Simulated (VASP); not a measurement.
Input of a VASP 6.6.1 run:

INCAR

```
SYSTEM = Y
ALGO = Fast ; EDIFF = 1E-6
ENCUT = 520 ; GGA = PS
ISIF = 2 ; ISMEAR = -1
LASPH = .True. ; LCHARG = .False.
LREAL = .False. ; LWAVE = .False.
NBANDS = 30 ; NELM = 60
PREC = Accurate ; SIGMA = 0.05
```

The input KPOINTS:

```
k-points
0
Gamma
  7 7 2
  0 0 0
```

The input POSCAR:

```
Y
1.0
    3.6425441402     -0.0364254414      0.0000000000
   -1.8528174277      3.1727484805      0.0000000000
    0.0000000000      0.0000000000     11.8441303500
Y
4
Direct
    0.6666666667      0.3333333333      0.7500000000
    0.0000000000      0.0000000000      0.5000000000
    0.3333333333      0.6666666667      0.2500000000
    0.0000000000      0.0000000000      0.0000000000
```

Potentials or basis: VASP PAW PBE potentials, release 64 (Y_sv).

Launch:

```bash
$ cat potpaw_PBE.64/Y_sv/POTCAR > POTCAR
$ mpirun -np 1 vasp_std > vasp.out
```

(1) Predict the band gap on the k mesh.

(2) Predict the pressure.

(3) What does it give for the largest force?

Results:

(1) zero (bands 22 and 23 overlap by 0.95 eV).

(2) -3.6 GPa.

(3) 0.016 eV/Å.

Caveat: the cell stands under tension; the PAW data sets were made with another functional, which shifts forces and pressure a little.
